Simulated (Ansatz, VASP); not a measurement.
H: VASP beside Ansatz

File INCAR:

```
SYSTEM = H
PREC     = Accurate       ! precision mode
ENCUT    = 520            ! plane-wave cutoff, eV
EDIFF    = 1E-7           ! SCF threshold, eV
ISMEAR   = 0              ! smearing method
SIGMA    = 0.05           ! smearing width, eV
LREAL    = .False.        ! projectors in reciprocal space
LASPH    = .True.         ! aspherical terms in the spheres
NELM     = 60             ! most SCF steps
ALGO     = Normal         ! electronic algorithm
ISIF     = 2              ! what is computed and relaxed
LWAVE    = .False.        ! write WAVECAR
LCHARG   = .False.        ! write CHGCAR
GGA      = CA             ! functional
NBANDS   = 10             ! bands
```

Contents of KPOINTS:

```
regular mesh
0
Gamma
  10 10 4
  0 0 0
```

The input POSCAR:

```
H
1.0
    1.5104843412     -2.5029375511      0.0000000000
    1.5104843412      2.5029375511      0.0000000000
    0.0000000000      0.0000000000      7.5205724111
H
4
Direct
    0.5678085000      0.4321915000      0.9995149500
    0.4321915000      0.5678085000      0.0004850500
    0.4321915000      0.5678085000      0.4995149500
    0.5678085000      0.4321915000      0.5004850500
```

Input for Ansatz:

```yaml
crystal:
  lattice:
    - [1.5104843412, -2.5029375511, 0.0]
    - [1.5104843412, 2.5029375511, 0.0]
    - [0.0, 0.0, 7.5205724111]
  atoms:
    - { symbol: H, position: [0.5678085, 0.4321915, 0.99951495] }
    - { symbol: H, position: [0.4321915, 0.5678085, 0.00048505] }
    - { symbol: H, position: [0.4321915, 0.5678085, 0.49951495] }
    - { symbol: H, position: [0.5678085, 0.4321915, 0.50048505] }
basis:
  ecutwfc: 420
kpoints:
  mp_grid: { grid: [10, 10, 4] }
hamiltonian:
  xc: lda
scf:
  occupations: { method: gaussian, width: 0.05 }
output:
  forces: true
  stress: true
  eigenvalues: true
```

Alike in both runs: task single point; functional LDA; k mesh 10 × 10 × 4; occupations gaussian, width 0.05 eV; no spin polarisation.

|  | VASP | Ansatz |
| --- | --- | --- |
| version | VASP 6.6.1 | Ansatz 0.2.0 |
| potentials or method | VASP PAW LDA potentials, release 64 (H), cutoff 520 eV | scalar-relativistic, plane waves, PAW |
| valence electrons in the cell | 4 | 4 |

|  | VASP | Ansatz | Ansatz less VASP |
| --- | --- | --- | --- |
| gap on the k mesh at the Fermi level (eV) | 8.50 | 8.50 | +0.004 |
| least direct gap on the mesh (eV) | 8.86 | 8.87 | +0.006 |
| pressure (GPa) | 4.5 | 4.6 | +0.15 |
| traceless stress, the component that is largest in VASP (GPa) | 9.69 | 9.68 | -0.013 |
| rms of the force components (eV/Å) | 2.222 | 2.213 | -0.0088 |

LDA's correlation is that of Perdew and Zunger in VASP and of Perdew and Wang (1992) in Ansatz. Atom by atom the forces differ by 0.009 eV/Å (rms over components).
